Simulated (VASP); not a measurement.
# TiAl (P-6m2) in VASP: settings compared

Aim: see how the results for TiAl move with the level of theory and the settings. Levels: PBEsol+D3(BJ), PBEsol, PBEsol+D4. Tasks: single point.

Everything below comes from runs of VASP 6.6.1. Logs are shortened: lines on timing, memory, paths and dates and some standing lists are left out, and cuts for length are marked.

### Step 1. The cell of the first run

The structure is hexagonal, space group P-6m2 (No. 187). The conventional cell has a = 2.812 Å, b = 2.812 Å, c = 4.575 Å, α = 90.00°, β = 90.00°, γ = 120.00°. Ti (site symmetry -6m2) has 6 Al at 2.81 Å and 6 Ti at 2.81 Å within 3.7 Å. Within 3.7 Å of Al (site symmetry -6m2) lie 6 Ti at 2.81 Å and 6 Al at 2.81 Å.

### Step 2. Single point, PBEsol+D3(BJ)

The input, INCAR:

```
SYSTEM = TiAl
ALGO = Normal
EDIFF = 1E-6
ENCUT = 520
GGA = PS
ISIF = 2
ISMEAR = -1
IVDW = 12
LASPH = .True.
LCHARG = .False.
LREAL = .False.
LWAVE = .False.
NBANDS = 14
NELM = 60
PREC = Accurate
SIGMA = 0.05
```

The input, KPOINTS:

```
k-points
0
Gamma
  11 11 6
  0 0 0
```

The input, POSCAR:

```
TiAl
1.0
    2.8116843018      0.0000000000      0.0000000000
   -1.4058421509      2.4349900328      0.0000000000
    0.0000000000      0.0000000000      4.5751607930
Ti Al
1 1
Direct
    0.0000000000      0.0000000000      0.0000000000
    0.3333333333      0.6666666667      0.5000000000
```

Potentials or basis: VASP PAW PBE potentials, release 64 (Ti_sv, Al).

Started as:

```bash
> cat potpaw_PBE.64/Ti_sv/POTCAR potpaw_PBE.64/Al/POTCAR > POTCAR
> mpirun -np 1 vasp_std > vasp.out
```

OUTCAR:

```text
SYSTEM = TiAl
   EDIFF = 1E-6
   ENCUT = 520
   GGA = PS
   ISIF = 2
   ISMEAR = -1
   IVDW = 12
   LASPH = .True.
   LREAL = .False.
   NELM = 60
   PREC = Accurate
 IVDW          = 12

 ion  position               nearest neighbor table
   1  0.000  0.000  0.000-   2 2.81   2 2.81   2 2.81   2 2.81   2 2.81   2 2.81
   2  0.333  0.667  0.500-   1 2.81   1 2.81   1 2.81   1 2.81   1 2.81   1 2.81

  LATTYP: Found a hexagonal cell.
 ALAT       =     2.8116843018
 C/A-ratio  =     1.6271957666

  Lattice vectors:

 A1 = (   2.8116843018,   0.0000000000,   0.0000000000)
 A2 = (  -1.4058421509,   2.4349900328,   0.0000000000)
 A3 = (   0.0000000000,   0.0000000000,   4.5751607930)

Analysis of symmetry for initial positions (statically):
=====================================================================
 Subroutine PRICEL returns:
 Original cell was already a primitive cell.

 Routine SETGRP: Setting up the symmetry group for a
 hexagonal supercell.

 Subroutine GETGRP returns: Found 12 space group operations
 (whereof 12 operations were pure point group operations)
 out of a pool of 24 trial point group operations.

The static configuration has the point symmetry D_3h.

Analysis of symmetry for dynamics (positions and initial velocities):
=====================================================================
 Subroutine PRICEL returns:
 Original cell was already a primitive cell.

 Routine SETGRP: Setting up the symmetry group for a
 hexagonal supercell.

 Subroutine GETGRP returns: Found 12 space group operations
 (whereof 12 operations were pure point group operations)
 out of a pool of 24 trial point group operations.

The dynamic configuration has the point symmetry D_3h.

 Subroutine INISYM returns: Found 12 space group operations
 (whereof 12 operations are pure point group operations),
 and found     1 'primitive' translations

----------------------------------------------------------------------------------------

                                     Primitive cell

  volume of cell :      31.3235

  direct lattice vectors                    reciprocal lattice vectors
     2.811684302  0.000000000  0.000000000     0.355658706  0.205339650  0.000000000
    -1.405842151  2.434990033  0.000000000     0.000000000  0.410679299  0.000000000
     0.000000000  0.000000000  4.575160793     0.000000000  0.000000000  0.218571553

  length of vectors
     2.811684302  2.811684302  4.575160793     0.410679299  0.410679299  0.218571553

  position of ions in fractional coordinates (direct lattice)
     0.000000000  0.000000000  0.000000000
     0.333333333  0.666666667  0.500000000

  ion indices of the primitive-cell ions
   primitive index   ion index
                 1           1
                 2           2

----------------------------------------------------------------------------------------

 KPOINTS: k-points

Automatic generation of k-mesh.
 Grid dimensions read from file:
 generate k-points for:   11   11    6

 Generating k-lattice:

  Cartesian coordinates                     Fractional coordinates (reciprocal lattice)
     0.032332610  0.018667241  0.000000000     0.090909091 -0.000000000  0.000000000
     0.000000000  0.037334482  0.000000000     0.000000000  0.090909091  0.000000000
     0.000000000  0.000000000  0.036428592     0.000000000  0.000000000  0.166666667

  Length of vectors
     0.037334482  0.037334482  0.036428592

  Shift w.r.t. Gamma in fractional coordinates (k-lattice)
     0.000000000  0.000000000  0.000000000

 Subroutine IBZKPT returns following result:
 ===========================================

 Found     64 irreducible k-points:

 Following reciprocal coordinates:
            Coordinates               Weight
  0.000000  0.000000  0.000000      1.000000
  0.090909  0.000000  0.000000      6.000000
  0.181818 -0.000000  0.000000      6.000000
  0.272727  0.000000  0.000000      6.000000
  0.363636  0.000000  0.000000      6.000000
  0.454545 -0.000000  0.000000      6.000000
[... 16 lines left out ...]
  0.090909  0.090909  0.166667     12.000000
  0.181818  0.090909  0.166667     24.000000
 [... further k-points ...]
   k-points           NKPTS =     64   k-points in BZ     NKDIM =     64   number of bands    NBANDS=     14
   number of dos      NEDOS =    301   number of ions     NIONS =      2
   total plane-waves  NPLWV =  20736
   dimension x,y,z NGX =    24 NGY =   24 NGZ =   36
   dimension x,y,z NGXF=    48 NGYF=   48 NGZF=   72
   ions per type =               1   1
   NGX,Y,Z   is equivalent  to a cutoff of  14.19, 14.19, 13.08 a.u.
   NGXF,Y,Z  is equivalent  to a cutoff of  28.38, 28.38, 26.16 a.u.
 SYSTEM =  TiAl
   PREC   = accura    normal or accurate (medium, high low for compatibility)
   ISTART =      0    job   : 0-new  1-cont  2-samecut
   ICHARG =      2    charge: 1-file 2-atom 10-const
   ISPIN  =      1    spin polarized calculation?
   LNONCOLLINEAR =      F non collinear calculations
   LSORBIT =      F    spin-orbit coupling
   LASPH  =      T    aspherical Exc in radial PAW
   ENCUT  =  520.0 eV  38.22 Ry    6.18 a.u.   5.23  5.23  8.51*2*pi/ulx,y,z
   NELM   =     60;   NELMIN=  2; NELMDL= -5     # of ELM steps
   EDIFF  = 0.1E-05   stopping-criterion for ELM
   LREAL  =      F    real-space projection
   EDIFFG = 0.1E-04   stopping-criterion for IOM
   NSW    =      0    number of steps for IOM
   IBRION =     -1    ionic relax: 0-MD 1-quasi-New 2-CG
   NFREE  =      0    steps in history (QN), initial steepest desc. (CG)
   ISIF   =      2    stress and relaxation
   ISYM   =      2    0-nonsym 1-usesym 2-fastsym
   POTIM  = 0.5000    time-step for ionic-motion
   TEBEG  =    0.0;   TEEND  =   0.0 temperature during run
   PSTRESS=    0.0 pullay stress
   NELECT =      15.0000    total number of electrons
   NUPDOWN=      -1.0000    fix difference up-down
   EMIN   =  10.00;   EMAX   =-10.00  energy-range for DOS
   EFERMI =   0.00;   METHOD = LEGACY
   ISMEAR =    -1;   SIGMA  =   0.05  broadening in eV -4-tet -1-fermi 0-gaus
   EFERMI_NEDOS =   21; number of points for ismear=-14 and -15
   IALGO  =     38    algorithm
   IMIX   =      4    mixing-type and parameters
     AMIX     =   0.40;   BMIX     =  1.00
     AMIX_MAG =   1.60;   BMIX_MAG =  1.00
  volume/ion in A,a.u.               =      15.66       105.69
  Fermi-wavevector in a.u.,A,eV,Ry     =   1.280802  2.420364 22.319717  1.640453
  Thomas-Fermi vector in A             =   2.413208
   LORBIT       =      0    0 simple, 1 ext, 2 COOP (PROOUT), +10 PAW based schemes
   GGA     = PS    functional components
   LHFCALC =     F    Hartree Fock is set to
   AEXX    =    0.0000 exact exchange contribution
   IVDW    =    12    specifies the selected vdW correction
   LEPSILON=     F    determine dielectric tensor
   LRPA    =     F    only Hartree local field effects (RPA)
 non-spin polarized calculation
  energy-cutoff  :      520.00
  volume of cell :       31.32
 maximum number of plane-waves:       854
 NGX is ok and might be reduce to    24
   NGX = 11   NGY = 11   NGZ = 17

 number of electron      15.0000004 magnetization

 Free energy of the ion-electron system (eV)
  ---------------------------------------------------
  ext. energy  EPLUGINS =         0.00000000
  ---------------------------------------------------
  free energy    TOTEN  =       -12.92546004 eV

  energy without entropy =      -12.90321894  energy(sigma->0) =      -12.91433949

 E-fermi :   8.3906     XC(G=0): -11.2971

 val. band max:        8.3895071073   @ k =   0.4545  -0.0000   0.3333
 cond. band min:       8.3948911104   @ k =   0.3636   0.2727   0.3333
 fundamental gap:      0.0053840030
 Fermi energy:         8.3905975625

 k-point     1 :       0.0000    0.0000    0.0000
  band No.  band energies     occupation
      1     -47.7489      2.00000
      2     -24.1827      2.00000
      3     -23.6917      2.00000
      4     -23.6917      2.00000
      5      -0.7986      2.00000
      6       6.0401      2.00000
      7       6.5838      2.00000
      8       9.7537      0.00000
      9       9.7537      0.00000
     10      11.3685      0.00000
     11      11.3685      0.00000
     12      12.6498      0.00000
     13      21.7251      0.00000
     14      21.7251      0.00000

 k-point     2 :       0.0909    0.0000    0.0000
  band No.  band energies     occupation
      1     -47.7393      2.00000
      2     -24.1734      2.00000
      3     -23.7495      2.00000
      4     -23.7046      2.00000
      5      -0.5844      2.00000
      6       6.2741      2.00000
      7       6.5975      2.00000
      8       9.5425      0.00000
      9       9.9346      0.00000
     10      11.3058      0.00000
     11      11.4178      0.00000
     12      12.7004      0.00000
     13      19.2474      0.00000
     14      20.4208      0.00000

 k-point     3 :       0.1818   -0.0000    0.0000
  band No.  band energies     occupation
      1     -47.7134      2.00000
      2     -24.1483      2.00000
      3     -23.9028      2.00000
      4     -23.7392      2.00000
      5       0.0479      2.00000
      6       6.6325      2.00000
      7       6.8765      2.00000
      8       9.0571      0.00000
      9      10.4481      0.00000
     10      11.1416      0.00000
     11      11.5817      0.00000
     12      12.8151      0.00000
     13      16.2389      0.00000
     14      19.0420      0.00000

 k-point     4 :       0.2727    0.0000    0.0000
  band No.  band energies     occupation
      1     -47.6793      2.00000
      2     -24.1152      2.00000
      3     -24.0997      2.00000
      4     -23.7840      2.00000
      5       1.0704      2.00000
      6       6.6746      2.00000
      7       7.3806      2.00000
      8       8.6609      0.00893
      9      10.9344      0.00000
     10      11.2006      0.00000
     11      11.8858      0.00000
     12      12.7476      0.00000
     13      14.0509      0.00000
     14      17.9486      0.00000

 k-point     5 :       0.3636    0.0000    0.0000
  band No.  band energies     occupation
      1     -47.6477      2.00000
      2     -24.2772      2.00000
      3     -24.0847      2.00000
      4     -23.8249      2.00000
      5       2.4374      2.00000
      6       6.7100      2.00000
      7       7.1708      2.00000
      8       8.1104      1.99266
      9      10.7512      0.00000
     10      12.0129      0.00000
     11      12.3053      0.00000
[... 276 lines left out ...]
 k-point    22 :       0.4545   -0.0000    0.1667
  band No.  band energies     occupation
      1     -47.6288      2.00000
      2     -24.3810      2.00000
      3     -24.0673      2.00000
      4     -23.8491      2.00000
      5       4.1219      2.00000
      6       5.7691      2.00000
      7       7.1499      2.00000
      8       7.5652      2.00000
      9      10.5895      0.00000
     10      11.1407      0.00000
     11      12.5884      0.00000
     12      13.0817      0.00000
     13      14.5881      0.00000
     14      16.9886      0.00000

 k-point    23 :       0.0909    0.0909    0.1667
  band No.  band energies     occupation
      1     -47.7215      2.00000
      2     -24.1576      2.00000
      3     -23.8514      2.00000
      4     -23.7319      2.00000
      5       0.0075      2.00000
      6       5.4475      2.00000
      7       7.5778      2.00000
      8       9.1864      0.00000
      9      10.3018      0.00000
     10      11.0969      0.00000
     11      11.1278      0.00000
     12      13.7318      0.00000
     13      17.6552      0.00000
     14      18.2705      0.00000

 k-point    24 :       0.1818    0.0909    0.1667
  band No.  band energies     occupation
      1     -47.6915      2.00000
      2     -24.1283      2.00000
      3     -24.0174      2.00000
      4     -23.7806      2.00000
      5       0.8163      2.00000
      6       5.9746      2.00000
      7       7.8252      1.99998
      8       8.6972      0.00434
      9      10.7923      0.00000
     10      10.9529      0.00000
     11      11.0706      0.00000
     12      13.9272      0.00000
     13      15.4016      0.00000
     14      16.9564      0.00000

 [... further k-points ...]

------------------------ aborting loop because EDIFF is reached ----------------------------------------

 Edisp (eV)   -0.97230

 E8    (eV) :    -0.6700

  FORCE on cell =-STRESS in cart. coord.  units (eV):
  Direction    XX          YY          ZZ          XY          YZ          ZX
  --------------------------------------------------------------------------------------
  -------------------------------------------------------------------------------------
  Total      -0.17247    -0.17247    -0.15082    -0.00000    -0.00000     0.00000
  in kB      -8.82186    -8.82186    -7.71418    -0.00000    -0.00000     0.00000
  external pressure =       -8.45 kB  Pullay stress =        0.00 kB

 VOLUME and BASIS-vectors are now :
 -----------------------------------------------------------------------------
  energy-cutoff  :      520.00
  volume of cell :       31.32
      direct lattice vectors                 reciprocal lattice vectors
     2.811684302  0.000000000  0.000000000     0.355658706  0.205339650  0.000000000
    -1.405842151  2.434990033  0.000000000     0.000000000  0.410679299  0.000000000
     0.000000000  0.000000000  4.575160793     0.000000000  0.000000000  0.218571553

 POSITION                                       TOTAL-FORCE (eV/Angst)
 -----------------------------------------------------------------------------------
      0.00000      0.00000      0.00000        -0.000000      0.000000      0.000000
     -0.00000      1.62333      2.28758         0.000000      0.000000      0.000000
 -----------------------------------------------------------------------------------
    total drift:                                0.000000     -0.000000      0.000000

  FREE ENERGIE OF THE ION-ELECTRON SYSTEM (eV)
  ---------------------------------------------------
  free  energy   TOTEN  =       -13.8977615502 eV

  energy  without entropy=      -13.8755204501  energy(sigma->0) =      -13.88664100
```

Run time: 49 s. Hardware: 1 thread of AMD EPYC 7R43 (Zen 3), shared host; peak memory 0.14 GiB.

Results:

```
Free energy                : -13.8978 eV
Pressure                   : -0.8 GPa
Dispersion energy per atom : -0.486 eV
```

Levels at points of the mesh, in eV from the Fermi level:
```
           k point  band 3  band 4  band 5  band 6  band 7  band 8  band 9  band 10  band 11  band 12
(0.00, 0.00, 0.00)  -32.08  -32.08   -9.19   -2.35   -1.81    1.36    1.36     2.98     2.98     4.26
(0.00, 0.00, 0.50)  -32.08  -32.08   -8.22   -5.39   -0.45    1.38    1.38     2.89     2.89     7.07
```

Caveat: three body term missing; the PAW data sets were made with another functional, which shifts forces and pressure a little; pairwise dispersion overbinds metals, which lowers pressure and volume.

[end of part 1 of 2]
